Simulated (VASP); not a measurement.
Input of a VASP 6.6.1 run:

INCAR

```
SYSTEM = ZnO
PREC = Accurate
ENCUT = 520
EDIFF = 1E-8
ISMEAR = -1
SIGMA = 0.02
LREAL = .FALSE.
LASPH = .TRUE.
NELM = 120
ALGO = Normal
ISIF = 2
LWAVE = .FALSE.
LCHARG = .FALSE.
GGA = CA
LEFG = .TRUE.
NBANDS = 26
GGA_COMPAT = .FALSE.
```

Contents of KPOINTS:

```
regular mesh
0
G
  11 11 6
  0 0 0
```

POSCAR

```
ZnO
1.0
    3.2493987239      0.0000000000      0.0000000000
   -1.6246993619      2.8140618419      0.0000000000
    0.0000000000      0.0000000000      5.0997240000
Zn O
2 2
Direct
    0.3333333333      0.6666666667      0.0000000000
    0.6666666667      0.3333333333      0.5000000000
    0.3333333333      0.6666666667      0.3821000000
    0.6666666667      0.3333333333      0.8821000000
```

Potentials or basis: VASP PAW LDA potentials, release 64 (Zn, O).

Command:

```bash
$ cat potpaw_LDA.64/Zn/POTCAR potpaw_LDA.64/O/POTCAR > POTCAR
$ mpirun -np 1 vasp_std > vasp.out
```

**Question.** Estimate the largest force.

**Answer.** 0.147 eV/Å.

**Question.** Estimate the pressure.

**Answer.** -3.1 GPa.

**Question.** What does it give for the band gap on the k mesh?

**Answer.** 0.80 eV, direct.

Stress tensor (GPa, compression positive):
```
-4.92  0.00  0.00
 0.00 -4.92  0.00
 0.00  0.00  0.43
```

Caveat: the cell differs from its parent crystal (zz strain of -2 %); without QUAD_EFG the Cq values of the log hold for a quadrupole moment of 1 mb, not for the nuclei.
